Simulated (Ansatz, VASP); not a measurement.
One calculation of Al, two programs

The input POSCAR:

```
Al
1.0
    2.7888685969      0.0000000000      0.0000000000
   -1.3944342984      2.4152310527      0.0000000000
    0.0000000000      0.0000000000      9.0618428096
Al
4
Direct
    0.6666666667      0.3333333333      0.7500000000
    0.0000000000      0.0000000000      0.5000000000
    0.3333333333      0.6666666667      0.2500000000
    0.0000000000      0.0000000000      0.0000000000
```

File INCAR.step1:

```
SYSTEM = Al
PREC = Accurate
ENCUT = 520
ISMEAR = -1
SIGMA = 0.05
LREAL = .False.
LASPH = .True.
NELM = 80
NBANDS = 14
GGA = PE
ALGO = Normal
EDIFF = 1E-4
LWAVE = .True.
LCHARG = .False.
```

The input INCAR.step2:

```
SYSTEM = Al
PREC = Accurate
ENCUT = 520
EDIFF = 1E-6
ISMEAR = -1
SIGMA = 0.05
LREAL = .False.
LASPH = .True.
NELM = 80
ALGO = Normal
ISIF = 2
LWAVE = .False.
LCHARG = .False.
METAGGA = R2SCAN
LMIXTAU = .True.
NBANDS = 14
ISTART = 1
```

File KPOINTS:

```
Automatic mesh
0
Gamma
  11 11 3
  0 0 0
```

The input input.yaml:

```yaml
crystal:
  lattice:
    - [2.7888685969, 0.0, 0.0]
    - [-1.3944342984, 2.4152310527, 0.0]
    - [0.0, 0.0, 9.0618428096]
  atoms:
    - { symbol: Al, position: [0.6666666667, 0.3333333333, 0.75] }
    - { symbol: Al, position: [0.0, 0.0, 0.5] }
    - { symbol: Al, position: [0.3333333333, 0.6666666667, 0.25] }
    - { symbol: Al, position: [0.0, 0.0, 0.0] }
hamiltonian:
  xc: r2scan
  pseudopotentials: { kind: paw }
kpoints:
  mp_grid: { grid: [11, 11, 3] }
scf:
  occupations: { method: fermi_dirac, width: 0.05 }
output:
  forces: true
  stress: true
  eigenvalues: true
```

Alike in both runs: task single point; functional r2SCAN; k mesh 11 × 11 × 3; occupations fermi-dirac, width 0.05 eV; no spin polarisation.

```csv
,VASP,Ansatz
version,VASP 6.6.1,Ansatz 0.2.0
potentials or method,"VASP PAW PBE potentials, release 64 (Al)",Ansatz PAW
plane-wave cutoff (eV),520,500
valence electrons in the cell,12,12
```

```tsv
	VASP	Ansatz	Ansatz less VASP
gap on the k mesh at the Fermi level (eV)	none	none	-
pressure (GPa)	4.2	4.6	+0.37
traceless stress, the component that is largest in VASP (GPa)	1.66	1.67	+0.008
```

VASP's potentials were made for PBE, not for r2SCAN. A gap of «none» marks a metal or a gap that the smearing closes.
